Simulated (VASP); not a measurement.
## ScAl7N8: single point with PBEsol

Crystal: ScAl7N8.

```
Sc Al N
1.0
     0.00000    0.00000   -5.00228
     3.17140    5.49302    0.00000
     3.17140   -5.49302    0.00000
Sc Al N
1 7 8
Direct
  0.00946 0.16667 0.33333
  0.00272 0.16772 0.83386
  0.00272 0.66614 0.33228
  0.00272 0.66614 0.83386
  0.50052 0.33665 0.67330
  0.50052 0.33665 0.16335
  0.50390 0.83333 0.66667
  0.50052 0.82670 0.16335
  0.58562 0.16667 0.33333
  0.62077 0.16526 0.83263
  0.62077 0.66737 0.33474
  0.62077 0.66737 0.83263
  0.12316 0.34382 0.68764
  0.12316 0.34382 0.15618
  0.11948 0.83333 0.66667
  0.12316 0.81236 0.15618
```

```json
{
 "Program": "VASP 6.6.1",
 "Task": "single point",
 "Functional": "PBEsol",
 "Potentials or basis": "VASP PAW PBE potentials, release 64 (Sc_sv, Al, N)",
 "Cutoff": "520 eV",
 "k mesh": "4 × 6 × 6",
 "Occupations": "gaussian, width 0.1 eV",
 "Spin": "no spin polarisation"
}
```

```json
{
  "Pressure": "-0.1 GPa",
  "Largest force": "0.054 eV/Å",
  "Band gap on the k mesh": "3.92 eV, direct"
}
```

Forces on the atoms (eV/Å):
```
Sc   0.000  0.000 -0.032
Al  -0.001 -0.001 -0.004
Al   0.001 -0.001 -0.004
Al   0.000  0.001 -0.004
Al  -0.040  0.023  0.028
Al   0.000 -0.046  0.028
Al   0.000  0.000  0.037
Al   0.040  0.023  0.028
N    0.000  0.000 -0.006
N   -0.001  0.000 -0.006
N    0.001  0.000 -0.006
N    0.000  0.001 -0.006
N    0.042 -0.024 -0.024
N    0.000  0.048 -0.024
N    0.000  0.000  0.021
N   -0.042 -0.024 -0.024
```

Stress tensor (GPa, compression positive):
```
-0.28  0.00  0.00
 0.00 -0.28  0.00
 0.00  0.00  0.12
```

Levels at points of the mesh, in eV from the valence-band top:
```
           k point  band 32  band 33  band 34  band 35  band 36  band 37  band 38  band 39  band 40  band 41
(0.00, 0.00, 0.00)    -0.43    -0.43    -0.36    -0.36     0.00     3.92     4.49     4.49     4.85     4.95
(0.50, 0.00, 0.00)    -0.87    -0.72    -0.72    -0.32    -0.32     4.54     4.54     5.01     5.15     5.15
(0.00, 0.50, 0.00)    -0.78    -0.54    -0.31    -0.17    -0.15     4.45     4.73     5.14     5.44     5.46
(0.50, 0.50, 0.00)    -0.96    -0.91    -0.71    -0.23    -0.11     4.80     5.03     5.16     5.49     5.87
```

Run time: 3 min on 1 thread of Intel(R) Xeon(R) 6975P-C (Granite Rapids) (shared host), peak memory 0.36 GiB.

Caveat: the PAW data sets were made with another functional, which shifts forces and pressure a little. A k mesh can miss the band edges.
